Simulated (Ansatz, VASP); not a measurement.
## SiO2: VASP beside Ansatz

```
Si O
1.0
     5.03870    0.00000    0.00000
    -2.51935    4.36364    0.00000
     0.00000    0.00000    5.63535
Si O
3 6
Direct
  0.00000 0.50000 0.33333
  0.50000 0.50000 0.66667
  0.50000 0.00000 0.00000
  0.58290 0.79145 0.83333
  0.79145 0.58290 0.50000
  0.79145 0.20855 0.16667
  0.41710 0.20855 0.83333
  0.20855 0.41710 0.50000
  0.20855 0.79145 0.16667
```

Change from the starting cell: strain along c alone, the other axes held, atoms relaxed: +2.0 %.

Alike in both runs: task relaxation of the atoms; functional LDA; k mesh 6 × 6 × 4; occupations gaussian, width 0.02 eV; no spin polarisation.

```csv
,VASP,Ansatz
version,VASP 6.6.1,Ansatz 0.2.0
potentials or method,"VASP PAW LDA potentials, release 64 (Si, O), cutoff 520 eV","scalar-relativistic, plane waves, PAW"
valence electrons in the cell,48,48
```

```csv
,VASP,Ansatz,Ansatz less VASP
"gap on the k mesh at the Fermi level, each at its own relaxed structure (eV)",5.39,5.39,+0.002
```

LDA's correlation is that of Perdew and Zunger in VASP and of Perdew and Wang (1992) in Ansatz. Ansatz's warnings: stress scf threshold loose.
